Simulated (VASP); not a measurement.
Runs of VASP 6.6.1 on Ru2C. The structure is that of space group P6/mmm (No. 191), or close to it. The cells are those of the table. 

```csv
task,cell,k mesh,cutoff (eV),gap on the mesh (eV),pressure (GPa),relaxed volume (Å³/atom)
single point,"a = 4.076, b = 4.076, c = 2.637 Å, angles 90.0, 90.0, 120.0°, 3 atoms",12 × 12 × 18,520,none,0.3,-
relaxation of cell and atoms,"relaxed from a = 3.227, b = 3.227, c = 3.484 Å, angles 90.0, 90.0, 120.0°, 3 atoms",6 × 6 × 6,600,none,0.1,(a)
relaxation of cell and atoms,"relaxed from a = 4.070, b = 4.070, c = 2.635 Å, angles 90.0, 90.0, 120.0°, 3 atoms",12 × 12 × 18,600,none,0.0,12.66
single point,"a = 4.070, b = 4.070, c = 2.635 Å, angles 90.0, 90.0, 120.0°, 3 atoms",6 × 6 × 6,520,none,0.3,-
```

Alike in all rows: level PBE; potentials or basis VASP PAW PBE potentials, release 64 (Ru_pv, C); no spin polarisation; smearing gaussian 0.1 eV.

Fill in the values left out.

(a) 12.58.

Caveats: some runs use coarse meshes; the volume moved by over 15 % at a fixed basis, so the end points are rough (some runs).

A k mesh can miss the band edges, and the runs leave out spin-orbit coupling on Ru.

A gap of «none» marks levels without a gap at the run's occupations.
